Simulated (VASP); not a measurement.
# Li (P6_3/mmc) in VASP: further runs, part 2 of 2

VASP 6.6.1. The steps go on from the part before.

## (3) Single point, PBEsol+D3(BJ)

INCAR

```
ALGO     = Normal         # electronic algorithm
EDIFF    = 1E-7           # SCF threshold, eV
ENCUT    = 520            # plane-wave cutoff, eV
GGA      = PS             # functional
ISIF     = 2              # what is computed and relaxed
ISMEAR   = 1              # smearing method
IVDW     = 12             # dispersion correction
LASPH    = True           # aspherical terms in the spheres
LCHARG   = False          # write CHGCAR
LREAL    = False          # projectors in reciprocal space
LWAVE    = False          # write WAVECAR
NBANDS   = 10             # bands
NELM     = 100            # most SCF steps
PREC     = Accurate       # precision mode
SIGMA    = 0.15           # smearing width, eV
```

KPOINTS

```
k-points
0
Gamma
  8 8 4
```

POSCAR

```
Li
1.0
    3.1110000000      0.0000000000      0.0000000000
   -1.5555000000      2.6942100000      0.0000000000
    0.0000000000      0.0000000000      5.0930000000
Li
2
Direct
    0.3333333333      0.6666666667      0.2500000000
    0.6666666667      0.3333333333      0.7500000000
```

Potentials or basis: VASP PAW PBE potentials, release 64 (Li_sv).

Command:

```bash
cat potpaw_PBE.64/Li_sv/POTCAR > POTCAR
mpirun -np 1 vasp_std > vasp.out
```

Run time: 16 s. Hardware: 1 thread of Intel Xeon 8259CL, shared host; peak memory 0.16 GiB.

The run converged. Its results:

| Property | Result |
| --- | --- |
| Free energy | -4.2060 eV |
| Band gap on the k mesh | zero (band 3 reaches 2.09 eV, above the bottom of band 4 at -1.91 eV) |
| Dispersion energy per atom | -0.141 eV |

Levels at points of the mesh, in eV from the Fermi level:
| k point | band 1 | band 2 | band 3 | band 4 | band 5 | band 6 |
| --- | --- | --- | --- | --- | --- | --- |
| (0.00, 0.00, 0.00) | -45.88 | -45.86 | -3.37 | 0.11 | 2.87 | 12.18 |
| (0.50, 0.00, 0.00) | -45.86 | -45.86 | 0.06 | 1.11 | 4.66 | 5.78 |
| (0.00, 0.00, 0.50) | -45.87 | -45.87 | -2.28 | -2.28 | 7.78 | 7.78 |
| (0.50, 0.00, 0.50) | -45.86 | -45.86 | 0.80 | 0.80 | 3.47 | 3.47 |

Caveat: the cutoff is under 1.25 times the usual one of these potentials, so pressure, stress and relaxed cells hold a basis-set (Pulay) error; three body term missing; the PAW data sets were made with another functional, which shifts forces and pressure a little; pairwise dispersion overbinds metals, which lowers pressure and volume.

## (4) Single point, PBEsol+D3(BJ)

INCAR

```
PREC = Accurate
ENCUT = 520
EDIFF = 1E-7
ISMEAR = 1
SIGMA = 0.1
LREAL = False
LASPH = True
NELM = 60
ALGO = Normal
ISIF = 2
LWAVE = False
LCHARG = False
GGA = PS
IVDW = 12
NBANDS = 10
```

KPOINTS

```
Automatic mesh
0
Gamma
  8 8 4
```

POSCAR is that of step 3.

Potentials or basis: VASP PAW PBE potentials, release 64 (Li_sv).

Command:

```bash
cat potpaw_PBE.64/Li_sv/POTCAR > POTCAR
mpirun -np 1 vasp_std > vasp.out
```

OUTCAR:

```text
PREC = Accurate
   ENCUT = 520
   EDIFF = 1E-7
   ISMEAR = 1
   LREAL = False
   LASPH = True
   NELM = 60
   ISIF = 2
   GGA = PS
   IVDW = 12
 IVDW          = 12

 ion  position               nearest neighbor table
   1  0.333  0.667  0.250-
   2  0.667  0.333  0.750-

  LATTYP: Found a hexagonal cell.
 ALAT       =     3.1110000000
 C/A-ratio  =     1.6370941819

  Lattice vectors:

 A1 = (   3.1110000000,   0.0000000000,   0.0000000000)
 A2 = (  -1.5555000000,   2.6942100000,   0.0000000000)
 A3 = (   0.0000000000,   0.0000000000,   5.0930000000)

Analysis of symmetry for initial positions (statically):
=====================================================================
 Subroutine PRICEL returns:
 Original cell was already a primitive cell.

 Routine SETGRP: Setting up the symmetry group for a
 hexagonal supercell.

 Subroutine GETGRP returns: Found 24 space group operations
 (whereof 12 operations were pure point group operations)
 out of a pool of 24 trial point group operations.

The static configuration has the point symmetry D_3d.
[... 172 lines left out ...]
  band No.  band energies     occupation
      1     -45.5124      2.00000
      2     -45.4972      2.00000
      3      -3.0008      2.00000
      4       0.4791     -0.06076
      5       3.2348      0.00000
      6      12.5479      0.00000
      7      12.5479      0.00000
      8      13.8977      0.00000
      9      13.8977      0.00000
     10      14.4278      0.00000
[... 287 lines left out ...]
 k-point    24 :       0.3750   -0.0000    0.5000
  band No.  band energies     occupation
      1     -45.4961      2.00000
      2     -45.4961      2.00000
      3       0.2392      2.06756
      4       0.2392      2.06756
      5       5.2769      0.00000
      6       5.2769      0.00000
      7      10.2910      0.00000
      8      10.2910      0.00000
      9      10.3391      0.00000
     10      10.3391      0.00000

 [... further k-points ...]

------------------------ aborting loop because EDIFF is reached ----------------------------------------

 Edisp (eV)   -0.28231

 E8    (eV) :    -0.1806

  FORCE on cell =-STRESS in cart. coord.  units (eV):
  Direction    XX          YY          ZZ          XY          YZ          ZX
  --------------------------------------------------------------------------------------
  -------------------------------------------------------------------------------------
  Total      -0.42106    -0.42106    -0.62011     0.00000     0.00000     0.00000
  in kB     -15.80318   -15.80324   -23.27401     0.00000     0.00000     0.00000
  external pressure =      -18.29 kB  Pullay stress =        0.00 kB

 VOLUME and BASIS-vectors are now :
 -----------------------------------------------------------------------------
  energy-cutoff  :      520.00
  volume of cell :       42.69
      direct lattice vectors                 reciprocal lattice vectors
     3.111000000  0.000000000  0.000000000     0.321440051  0.185583158  0.000000000
    -1.555500000  2.694210000  0.000000000     0.000000000  0.371166316  0.000000000
     0.000000000  0.000000000  5.093000000     0.000000000  0.000000000  0.196347929

 POSITION                                       TOTAL-FORCE (eV/Angst)
 -----------------------------------------------------------------------------------
     -0.00000      1.79614      1.27325        -0.000000      0.000000      0.000000
      1.55550      0.89807      3.81975         0.000000     -0.000000      0.000000
 -----------------------------------------------------------------------------------
    total drift:                               -0.000000      0.000000     -0.000000

  FREE ENERGIE OF THE ION-ELECTRON SYSTEM (eV)
  ---------------------------------------------------
  free  energy   TOTEN  =        -4.2052817778 eV

  energy  without entropy=       -4.2035585147  energy(sigma->0) =       -4.20470736
```

Run time: 15 s. Hardware: 1 thread of Intel Xeon 8259CL, shared host; peak memory 0.16 GiB.

What came out:

```
Free energy                : -4.2053 eV
Band gap on the k mesh     : zero (band 3 reaches 2.09 eV, above the bottom of band 4 at -1.91 eV)
Dispersion energy per atom : -0.141 eV
```

Caveat: the cutoff is under 1.25 times the usual one of these potentials, so pressure, stress and relaxed cells hold a basis-set (Pulay) error; three body term missing; the PAW data sets were made with another functional, which shifts forces and pressure a little; pairwise dispersion overbinds metals, which lowers pressure and volume.

## (5) Single point, PBEsol+D3(BJ)

INCAR

```
  PREC = Accurate
  ENCUT = 520
  EDIFF = 1E-7
  ISMEAR = 1
  SIGMA = 0.05
  LREAL = False
  LASPH = True
  NELM = 100
  ALGO = Normal
  ISIF = 2
  LWAVE = False
  LCHARG = False
  GGA = PS
  IVDW = 12
  NBANDS = 10
```

KPOINTS

```
regular mesh
0
Gamma
  8 8 4
```

POSCAR is that of step 4.

Command:

```bash
cat potpaw_PBE.64/Li_sv/POTCAR > POTCAR
mpirun -np 1 vasp_std > vasp.out
```

Wall time 19 s (1 thread of Intel Xeon 8259CL, shared host); peak memory 0.16 GiB.

The run converged. Its results:

```
Free energy                : -4.2043 eV
Band gap on the k mesh     : zero (band 3 reaches 2.09 eV, above the bottom of band 4 at -1.91 eV)
Dispersion energy per atom : -0.141 eV
```

Levels at points of the mesh, in eV from the Fermi level:
```
           k point  band 1  band 2  band 3  band 4  band 5  band 6  band 7  band 8
(0.00, 0.00, 0.00)  -45.89  -45.87   -3.38    0.10    2.86   12.17   12.17   13.52
(0.50, 0.00, 0.00)  -45.87  -45.87    0.04    1.10    4.65    5.77    6.10    7.68
(0.00, 0.00, 0.50)  -45.88  -45.88   -2.29   -2.29    7.77    7.77   13.05   13.05
(0.50, 0.00, 0.50)  -45.87  -45.87    0.79    0.79    3.46    3.46    9.62    9.62
```

Caveat: the cutoff is under 1.25 times the usual one of these potentials, so pressure, stress and relaxed cells hold a basis-set (Pulay) error; three body term missing; the PAW data sets were made with another functional, which shifts forces and pressure a little; pairwise dispersion overbinds metals, which lowers pressure and volume.

## (6) Single point, PBEsol+D3(BJ)

INCAR

```
PREC = Accurate
ENCUT = 520
EDIFF = 1E-6
ISMEAR = 1
SIGMA = 0.025
LREAL = F
LASPH = T
NELM = 80
ALGO = Normal
ISIF = 2
LWAVE = F
LCHARG = F
GGA = PS
IVDW = 12
NBANDS = 10
```

KPOINTS

```
Automatic mesh
0
Gamma
  8 8 4
```

POSCAR is that of step 5.

Potentials or basis: VASP PAW PBE potentials, release 64 (Li_sv).

Command:

```bash
cat potpaw_PBE.64/Li_sv/POTCAR > POTCAR
mpirun -np 1 vasp_std > vasp.out
```

Wall time 14 s (1 thread of Intel Xeon 8259CL, shared host); peak memory 0.16 GiB.

Results (log left out):

* Free energy: -4.2038 eV
* Band gap on the k mesh: zero (band 3 reaches 2.09 eV, above the bottom of band 4 at -1.91 eV)
* Dispersion energy per atom: -0.141 eV

Levels at points of the mesh, in eV from the Fermi level:
```tsv
k point	band 1	band 2	band 3	band 4	band 5	band 6
(0.00, 0.00, 0.00)	-45.88	-45.87	-3.37	0.11	2.86	12.18
(0.50, 0.00, 0.00)	-45.87	-45.86	0.05	1.10	4.65	5.77
(0.00, 0.00, 0.50)	-45.88	-45.88	-2.28	-2.28	7.78	7.78
(0.50, 0.00, 0.50)	-45.87	-45.87	0.79	0.79	3.46	3.46
```

Caveat: the cutoff is under 1.25 times the usual one of these potentials, so pressure, stress and relaxed cells hold a basis-set (Pulay) error; three body term missing; the PAW data sets were made with another functional, which shifts forces and pressure a little; pairwise dispersion overbinds metals, which lowers pressure and volume.

## (7) Overview

| smearing | gap on the mesh (eV) |
| --- | --- |
| methfessel-paxton 0.25 eV | none |
| methfessel-paxton 0.15 eV | none |
| methfessel-paxton 0.1 eV | none |
| methfessel-paxton 0.05 eV | none |
| methfessel-paxton 0.025 eV | none |

Alike in all rows: task single point; level PBEsol+D3(BJ); potentials or basis VASP PAW PBE potentials, release 64 (Li_sv); no spin polarisation; cell as given; k mesh 8 × 8 × 4; cutoff (eV) 520.

Every run on the cell as given and a fine mesh finds a metal.

Caveats: the cutoff is under 1.25 times the usual one of these potentials, so pressure, stress and relaxed cells hold a basis-set (Pulay) error; three body term missing; the PAW data sets were made with another functional, which shifts forces and pressure a little; pairwise dispersion overbinds metals, which lowers pressure and volume.

Total energies depend on the potentials used, so only differences within one code and one set of settings carry meaning.
